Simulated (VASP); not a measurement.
Be, 2 atoms in the cell. Symmetry: C2/m, No. 12, monoclinic system. The conventional cell has a = 3.983 Å, b = 2.300 Å, c = 3.601 Å, α = 90.00°, β = 90.00°, γ = 90.00°. Within 2.4 Å of Be (site symmetry m) lie 10 Be at 1.66 to 2.38 Å.  This cell differs from its parent crystal: atom 1 (Be) moved by (-0.600, -0.600) A along y and z.

```yaml
Program: VASP 6.6.1
Task: single point
Functional: PBEsol
Potentials_or_basis: VASP PAW PBE potentials, release 64 (Be)
Cutoff: 520 eV
k_mesh: 24 × 24 × 14
Occupations: gaussian, width 0.15 eV
Spin: no spin polarisation
Dipole_correction: no
Further_INCAR_settings: ALGO = Fast; EDIFF = 1e-06; NBANDS = 9
```

Potentials or basis: VASP PAW PBE potentials, release 64 (Be).

Run with:

```sh
$ cat potpaw_PBE.64/Be/POTCAR > POTCAR
$ mpirun -np 1 vasp_std > vasp.out
```

Hardware: 1 thread of AMD EPYC 7R13 Processor (Zen 3), on a shared host.

Q: How long does it take, and how much memory?

A: It took 3.1 min on 1 thread of AMD EPYC 7R13 Processor (Zen 3), with other jobs on the host, peak memory 0.33 GiB. Counts: scf iterations 11, k points 2114.
